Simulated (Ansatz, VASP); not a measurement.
# Two plane-wave programs on HfO2

INCAR

```
SYSTEM = HfO2
ALGO = Normal ; EDIFF = 1E-7
ENCUT = 520 ; GGA = PE
ISIF = 2 ; ISMEAR = 0
LASPH = .True. ; LCHARG = .False.
LREAL = .False. ; LWAVE = .False.
NBANDS = 18 ; NELM = 100
PREC = Accurate ; SIGMA = 0.05
```

Contents of KPOINTS:

```
k-points
0
Gamma
  8 8 8
  0 0 0
```

File POSCAR:

```
HfO2
1.0
   -0.0678547437      2.5154476817      2.5154476817
    2.5154476817     -0.0678547437      2.5154476817
    2.5154476817      2.5154476817     -0.0678547437
Hf O
1 2
Direct
    0.0000000000      0.0000000000      0.0000000000
    0.2500000000      0.2500000000      0.2500000000
    0.7500000000      0.7500000000      0.7500000000
```

Input for Ansatz:

```yaml
crystal:
  lattice:
    - [-0.0678547437, 2.5154476817, 2.5154476817]
    - [2.5154476817, -0.0678547437, 2.5154476817]
    - [2.5154476817, 2.5154476817, -0.0678547437]
  atoms:
    - { symbol: Hf, position: [0.0, 0.0, 0.0] }
    - { symbol: O, position: [0.25, 0.25, 0.25] }
    - { symbol: O, position: [0.75, 0.75, 0.75] }
basis:
  ecutwfc: 520.0
kpoints:
  mp_grid: { grid: [8, 8, 8] }
hamiltonian:
  xc: pbe
  pseudopotentials: { kind: paw, azcp: { folder: soft_1 } }
scf:
  occupations: { method: gaussian, width: 0.05 }
output:
  forces: true
  stress: true
  eigenvalues: true
```

Alike in both runs: task single point; functional PBE; k mesh 8 × 8 × 8; occupations gaussian, width 0.05 eV; no spin polarisation.

|  | VASP | Ansatz |
| --- | --- | --- |
| version | VASP 6.6.1 | Ansatz 0.2.0 |
| potentials or method | VASP PAW PBE potentials, release 64 (Hf_pv, O), cutoff 520 eV | scalar-relativistic, plane waves, PAW |
| valence electrons in the cell | 22 | 38 |

|  | VASP | Ansatz | Ansatz less VASP |
| --- | --- | --- | --- |
| gap on the k mesh at the Fermi level (eV) | 3.77 | 3.76 | -0.010 |
| least direct gap on the mesh (eV) | 3.77 | 3.76 | -0.010 |
| pressure (GPa) | -3.2 | 0.5 | +3.66 |
| traceless stress, the component that is largest in VASP (GPa) | 2.57 | 2.70 | +0.136 |
| rms of the force components (eV/Å) | 0.160 | 0.174 | +0.0143 |

Atom by atom the forces differ by 0.014 eV/Å (rms over components). VASP's potentials hold 22 valence electrons a cell and Ansatz's 38, so a difference there can come from the potentials and not from the codes.

Spin-orbit coupling is off throughout.
